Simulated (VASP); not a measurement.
Set up this calculation in VASP 6.6.1, as the native input.

| Property | Result |
| --- | --- |
| Task | single point |
| Functional | PBEsol |
| Potentials or basis | VASP PAW PBE potentials, release 64 (Al, P) |
| Cutoff | 500 eV |
| k mesh | 10 × 10 × 10 |
| Occupations | gaussian, width 0.01 eV |
| Spin | no spin polarisation |
| Dipole correction | no |
| Further INCAR settings | ALGO = Normal; EDIFF = 1e-06; NBANDS = 11 |

The structure of AlP lies in POSCAR:

```
AlP
1.0
    0.0000000000      2.4665901346      2.4665901346
    2.4665901346      0.0000000000      2.4665901346
    2.4665901346      2.4665901346      0.0000000000
Al P
1 1
Direct
    0.0000000000      0.0000000000      0.0000000000
    0.7500000000      0.7500000000      0.7500000000
```

These files were run (other wordings do the same):

INCAR

```
ALGO = Normal
EDIFF = 1E-6
ENCUT = 500
GGA = PS
GGA_COMPAT = F
ISIF = 2
ISMEAR = 0
LASPH = T
LCHARG = F
LREAL = F
LWAVE = F
NBANDS = 11
NELM = 120
PREC = Accurate
SIGMA = 0.01
```

KPOINTS

```
k-points
0
Gamma
  10 10 10
```

Potentials or basis: VASP PAW PBE potentials, release 64 (Al, P).

Command:

```console
$ cat potpaw_PBE.64/Al/POTCAR potpaw_PBE.64/P/POTCAR > POTCAR
$ mpirun -np 1 vasp_std > vasp.out
```

Results of the run:

```
Pressure               : 50.2 GPa
Band gap on the k mesh : 0.66 eV, indirect (least direct gap 3.47 eV)
```

Caveat: the PAW data sets were made with another functional, which shifts forces and pressure a little.

Wall time 31 s on 1 thread of AMD EPYC 7R13, on a shared host, peak memory 0.12 GiB.
